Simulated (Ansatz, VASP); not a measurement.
# One calculation of InSb3, two programs

The input INCAR:

```
SYSTEM = InSb3
PREC = Accurate
ENCUT = 520
EDIFF = 1E-6
ISMEAR = 0
SIGMA = 0.15
LREAL = .False.
LASPH = .True.
NELM = 60
ALGO = Normal
ISIF = 2
LWAVE = .False.
LCHARG = .False.
GGA = PE
IVDW = 12
NBANDS = 22
```

The input KPOINTS:

```
regular mesh
0
Gamma
  10 10 10
  0 0 0
```

The input POSCAR:

```
InSb3
1.0
    4.3546479838      0.0000000000      0.0000000000
    0.0000000000      4.3546479838      0.0000000000
    0.0000000000      0.0000000000      4.9226455469
In Sb
1 3
Direct
    0.0000000000      0.0000000000      0.0000000000
    0.5000000000      0.0000000000      0.5000000000
    0.0000000000      0.5000000000      0.5000000000
    0.5000000000      0.5000000000      0.0000000000
```

Input for Ansatz:

```yaml
crystal:
  lattice:
    - [4.3546479838, 0.0, 0.0]
    - [0.0, 4.3546479838, 0.0]
    - [0.0, 0.0, 4.9226455469]
  atoms:
    - { symbol: In, position: [0.0, 0.0, 0.0] }
    - { symbol: Sb, position: [0.5, 0.0, 0.5] }
    - { symbol: Sb, position: [0.0, 0.5, 0.5] }
    - { symbol: Sb, position: [0.5, 0.5, 0.0] }
basis:
  ecutwfc: 420
kpoints:
  mp_grid: { grid: [10, 10, 10] }
hamiltonian:
  xc: pbe
  dispersion: d3bj
scf:
  occupations: { method: gaussian, width: 0.15 }
output:
  forces: true
  stress: true
  eigenvalues: true
  write_density: true
  write_potential: true
  elf: true
  volumetric_format: npy
```

Change from the starting cell: strain -0.080 along x and y, +0.040 along z, atoms carried along.

Alike in both runs: task single point; functional PBE; dispersion D3(BJ); k mesh 10 × 10 × 10; occupations gaussian, width 0.15 eV; no spin polarisation.

|  | VASP | Ansatz |
| --- | --- | --- |
| version | VASP 6.6.1 | Ansatz 0.2.0 |
| potentials or method | VASP PAW PBE potentials, release 64 (In_d, Sb), cutoff 520 eV | scalar-relativistic, plane waves, PAW |
| valence electrons in the cell | 28 | 58 |

|  | VASP | Ansatz | Ansatz less VASP |
| --- | --- | --- | --- |
| gap on the k mesh at the Fermi level (eV) | none | none | - |
| pressure (GPa) | 10.0 | 10.0 | +0.04 |
| traceless stress, the component that is largest in VASP (GPa) | -0.27 | -0.25 | +0.027 |

A gap of «none» marks a metal or a gap that the smearing closes. VASP's potentials hold 28 valence electrons a cell and Ansatz's 58, so a difference there can come from the potentials and not from the codes.

Neither program's run includes spin-orbit coupling.
